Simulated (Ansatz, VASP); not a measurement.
**One calculation of CsSnI3, two programs**

File POSCAR:

```
CsSnI3
1.0
    6.2413961542      0.0000000000      0.0000000000
    0.0000000000      6.2413961542      0.0000000000
    0.0000000000      0.0000000000      6.2413961542
Cs Sn I
1 1 3
Direct
    0.0000000000      0.0000000000      0.0000000000
    0.5000000000      0.5000000000      0.5000000000
    0.0000000000      0.5000000000      0.5000000000
    0.5000000000      0.0000000000      0.5000000000
    0.5000000000      0.5000000000      0.0000000000
```

Contents of INCAR.step1:

```
PREC = Accurate
ENCUT = 520
ISMEAR = 0
SIGMA = 0.01
LREAL = F
LASPH = T
NELM = 60
NBANDS = 30
GGA = PE
ALGO = Normal
EDIFF = 1E-4
LWAVE = T
LCHARG = F
```

INCAR.step2

```
PREC = Accurate
ENCUT = 520
EDIFF = 1E-6
ISMEAR = 0
SIGMA = 0.01
LREAL = F
LASPH = T
NELM = 60
ALGO = Normal
ISIF = 2
LWAVE = F
LCHARG = F
METAGGA = R2SCAN
LMIXTAU = T
NBANDS = 30
ISTART = 1
```

The input KPOINTS:

```
regular mesh
0
Gamma
  4 4 4
```

Input for Ansatz:

```yaml
crystal:
  lattice:
    - [6.2413961542, 0.0, 0.0]
    - [0.0, 6.2413961542, 0.0]
    - [0.0, 0.0, 6.2413961542]
  atoms:
    - { symbol: Cs, position: [0.0, 0.0, 0.0] }
    - { symbol: Sn, position: [0.5, 0.5, 0.5] }
    - { symbol: I, position: [0.0, 0.5, 0.5] }
    - { symbol: I, position: [0.5, 0.0, 0.5] }
    - { symbol: I, position: [0.5, 0.5, 0.0] }
kpoints:
  mp_grid: { grid: [4, 4, 4] }
  band_path:
    path: [[0.0, 0.0, 0.0], [0.0, 0.5, 0.0], [0.5, 0.5, 0.0], [0.5, 0.5, 0.5]]
    npoints: 1
hamiltonian:
  xc: r2scan
scf:
  occupations: { method: fixed }
  n_extra_bands: 5
output:
  forces: true
  stress: true
  eigenvalues: true
```

Alike in both runs: task single point; functional r2SCAN; k mesh 4 × 4 × 4; no spin polarisation.

|  | VASP | Ansatz |
| --- | --- | --- |
| version | VASP 6.6.1 | Ansatz 0.2.0 |
| potentials or method | VASP PAW PBE potentials, release 64 (Cs_sv, Sn_d, I) | plane waves, PAW |
| plane-wave cutoff (eV) | 520 | 500 |
| occupations | gaussian, width 0.01 eV | fixed |
| valence electrons in the cell | 44 | 74 |

|  | VASP | Ansatz | Ansatz less VASP |
| --- | --- | --- | --- |
| gap on the k mesh at the Fermi level (eV) | 0.50 | 0.50 | +0.001 |
| pressure (GPa) | 0.0 | 0.0 | +0.01 |

VASP's potentials were made for PBE, not for r2SCAN. VASP's potentials hold 44 valence electrons a cell and Ansatz's 74, so a difference there can come from the potentials and not from the codes.

Spin-orbit coupling is off throughout.
